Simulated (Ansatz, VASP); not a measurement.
## Two plane-wave programs on Al12NO

```
CELL_PARAMETERS angstrom
5.72468 0.00000 0.00000
-2.86234 4.95772 0.00000
0.00000 0.00000 22.67418
ATOMIC_POSITIONS crystal
Al 0.33333 0.16667 0.35282
Al 0.33333 0.66667 0.35282
Al 0.83333 0.16667 0.35282
Al 0.83333 0.66667 0.35282
Al 0.66667 0.33333 0.45590
Al 0.66667 0.83333 0.45590
Al 0.16667 0.33333 0.45590
Al 0.16667 0.83333 0.45590
Al 0.00000 0.50000 0.55897
Al 0.00000 0.00000 0.55897
Al 0.50000 0.50000 0.55897
Al 0.50000 0.00000 0.55897
N 0.16667 0.33333 0.66129
O 0.05999 0.46035 0.66129
```

Alike in both runs: task single point; functional PBE; k mesh 6 × 6 × 1; occupations fermi-dirac, width 0.05 eV; no spin polarisation.

|  | VASP | Ansatz |
| --- | --- | --- |
| version | VASP 6.6.1 | Ansatz 0.2.0 |
| potentials or method | VASP PAW PBE potentials, release 64 (Al, N, O) | Ansatz PAW |
| plane-wave cutoff (eV) | 520 | 420 |
| valence electrons in the cell | 47 | 47 |

|  | VASP | Ansatz | Ansatz less VASP |
| --- | --- | --- | --- |
| gap on the k mesh at the Fermi level (eV) | none | none | - |
| rms of the force components (eV/Å) | 0.884 | 0.591 | -0.2937 |

Atom by atom the forces differ by 0.297 eV/Å (rms over components). A gap of «none» marks a metal or a gap that the smearing closes.

Noted on VASP's run: the standard files for N, O and F lose accuracy on very short bonds.
